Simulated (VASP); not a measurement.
Wanted: the native input for a VASP 6.6.1 run.

```
Task                   : single point
Functional             : BLYP
Potentials or basis    : VASP PAW PBE potentials, release 64 (Pb_d, Se)
Cutoff                 : 520 eV
k mesh                 : 6 × 6 × 6
Occupations            : fermi-dirac, width 0.1 eV
Spin                   : no spin polarisation
Dipole correction      : no
Further INCAR settings : ALGO = Normal; EDIFF = 1e-06; NBANDS = 28
```

The structure of PbSe lies in POSCAR:

```
PbSe
1.0
    2.1548770000     -6.1339470000      0.0000000000
    2.1548770000      6.1339470000      0.0000000000
    0.0000000000      0.0000000000      4.4504940000
Pb Se
2 2
Direct
    0.6317610000      0.3682390000      0.7500000000
    0.3682390000      0.6317610000      0.2500000000
    0.8612900000      0.1387100000      0.7500000000
    0.1387100000      0.8612900000      0.2500000000
```

The input as run:

INCAR

```
SYSTEM = PbSe
PREC = Accurate
ENCUT = 520
EDIFF = 1E-6
ISMEAR = -1
SIGMA = 0.1
LREAL = .False.
LASPH = .True.
NELM = 100
ALGO = Normal
ISIF = 2
LWAVE = .False.
LCHARG = .False.
GGA = B5
ALDAX = 1.0
AGGAX = 1.0
AGGAC = 1.0
ALDAC = 0.0
NBANDS = 28
```

KPOINTS

```
Automatic mesh
0
Gamma
  6 6 6
  0 0 0
```

Potentials or basis: VASP PAW PBE potentials, release 64 (Pb_d, Se).

Command:

```sh
$ cat potpaw_PBE.64/Pb_d/POTCAR potpaw_PBE.64/Se/POTCAR > POTCAR
$ mpirun -np 1 vasp_std > vasp.out
```

It gave:

The pressure is 4.5 GPa and the largest force is 0.228 eV/Å. The band gap on the k mesh is 1.18 eV (least direct gap 1.32 eV).

Caveat: the cell stands under pressure; the PAW data sets were made with another functional, which shifts forces and pressure a little; spin-orbit coupling is left out, which moves the levels of the heavy elements.

Run time: 3 min on 1 thread of AMD EPYC 7R13 Processor (Zen 3), on a shared host, peak memory 0.33 GiB.
